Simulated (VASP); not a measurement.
# ZnC2: single point with PBE

Crystal: ZnC2.

```
Zn C
1.0
    -1.82038    1.82038    2.53428
     1.82038   -1.82038    2.53428
     1.82038    1.82038   -2.53428
Zn C
1 2
Direct
  0.00000 0.00000 0.00000
  0.62254 0.62254 0.00000
  0.37746 0.37746 0.00000
```

```
Program                : VASP 6.6.1
Task                   : single point
Functional             : PBE
Potentials or basis    : VASP PAW PBE potentials, release 64 (Zn, C)
Cutoff                 : 520 eV
k mesh                 : 8 × 8 × 8
Occupations            : gaussian, width 0.01 eV
Spin                   : no spin polarisation
Dipole correction      : no
Further INCAR settings : ALGO = Normal; EDIFF = 1e-06; NBANDS = 17
```

| Quantity | Value |
| --- | --- |
| Pressure | 13.5 GPa |
| Largest force | 0.067 eV/Å |
| Band gap on the k mesh | 2.30 eV, indirect (least direct gap 3.95 eV) |

Forces on the atoms (eV/Å):
```
Zn   0.000  0.000  0.000
C    0.000  0.000  0.067
C    0.000  0.000 -0.067
```

Stress tensor (GPa, compression positive):
```
13.04  0.00  0.00
 0.00 13.04  0.00
 0.00  0.00 14.47
```

Levels at points of the mesh, in eV from the valence-band top:
| k point | band 7 | band 8 | band 9 | band 10 | band 11 | band 12 | band 13 | band 14 |
| --- | --- | --- | --- | --- | --- | --- | --- | --- |
| (0.00, 0.00, 0.00) | -4.35 | -3.50 | -1.30 | -1.30 | 4.10 | 4.10 | 8.09 | 10.30 |
| (0.50, 0.00, 0.00) | -5.22 | -3.51 | -1.44 | -0.90 | 3.37 | 3.92 | 6.80 | 8.01 |
| (0.50, 0.50, 0.00) | -5.54 | -5.40 | -3.31 | -2.13 | 2.30 | 7.26 | 7.84 | 8.77 |
| (0.50, 0.50, 0.50) | -5.87 | -3.63 | -3.63 | -2.14 | 4.43 | 7.02 | 7.55 | 7.55 |

Run time: 19 s on 1 thread of AMD EPYC 9R45 96-Core Processor (Zen 5), with other jobs on the host, peak memory 0.14 GiB.

A k mesh can miss the band edges. Expect the measured gap to be larger: semilocal functionals such as PBE lack the derivative discontinuity.
